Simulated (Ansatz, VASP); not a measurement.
# Two plane-wave programs on TaN

```
Ta N
1.0
     2.90166    0.00000    0.00000
    -1.45083    2.51291    0.00000
     0.00000    0.00000    5.89152
Ta N
2 2
Direct
  0.00000 0.00000 0.00000
  0.00000 0.00000 0.50000
  0.33333 0.66667 0.25000
  0.66667 0.33333 0.75000
```

Alike in both runs: functional r2SCAN; k mesh 18 × 18 × 8; occupations gaussian, width 0.1 eV; no spin polarisation.

Ansatz relaxed the structure, and its values are those at the end. VASP's run is a single point on that final structure, the one shown.

|  | VASP | Ansatz |
| --- | --- | --- |
| version | VASP 6.6.1 | Ansatz 0.2.0 |
| potentials or method | VASP PAW PBE potentials, release 64 (Ta_pv, N), cutoff 520 eV | scalar-relativistic, plane waves, PAW |
| valence electrons in the cell | 32 | 36 |

|  | VASP | Ansatz | Ansatz less VASP |
| --- | --- | --- | --- |
| gap on the k mesh at the Fermi level (eV) | none | none | - |
| pressure (GPa) | 1.8 | 0.0 | -1.77 |

VASP's potentials were made for PBE, not for r2SCAN. A gap of «none» marks a metal or a gap that the smearing closes. VASP's potentials hold 32 valence electrons a cell and Ansatz's 36, so a difference there can come from the potentials and not from the codes.

Neither program's run includes spin-orbit coupling.
